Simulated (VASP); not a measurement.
MoS2, 3 atoms in the cell. The cell holds a slab with vacuum, 3 atoms: a = 3.171 Å, b = 3.171 Å, c = 20.058 Å, α = 90.00°, β = 90.00°, γ = 120.00°. 

* Program: VASP 6.6.1
* Task: single point
* Functional: PBE
* Dispersion: D3(BJ)
* Potentials or basis: VASP PAW PBE potentials, release 64 (S, Mo_sv)
* Cutoff: 520 eV
* k mesh: 12 × 12 × 1
* Occupations: gaussian, width 0.05 eV
* Spin: collinear spin
* Starting moments: [0.0, 0.0, 1.0] μB
* Dipole correction: yes
* Further INCAR settings: ALGO = Normal; EDIFF = 1e-06; NBANDS = 24

Potentials or basis: VASP PAW PBE potentials, release 64 (S, Mo_sv).

Command:

```console
$ cat potpaw_PBE.64/S/POTCAR potpaw_PBE.64/Mo_sv/POTCAR > POTCAR
$ mpirun -np 1 vasp_std > vasp.out
```

Hardware: 1 thread of Intel(R) Xeon(R) 6975P-C (Granite Rapids), with other jobs on the host.

**Question.** How long does it take, and how much memory?

**Answer.** It took 100 s on 1 thread of Intel(R) Xeon(R) 6975P-C (Granite Rapids), with other jobs on the host, peak memory 0.41 GiB. Counts: scf iterations 25, k points 19.
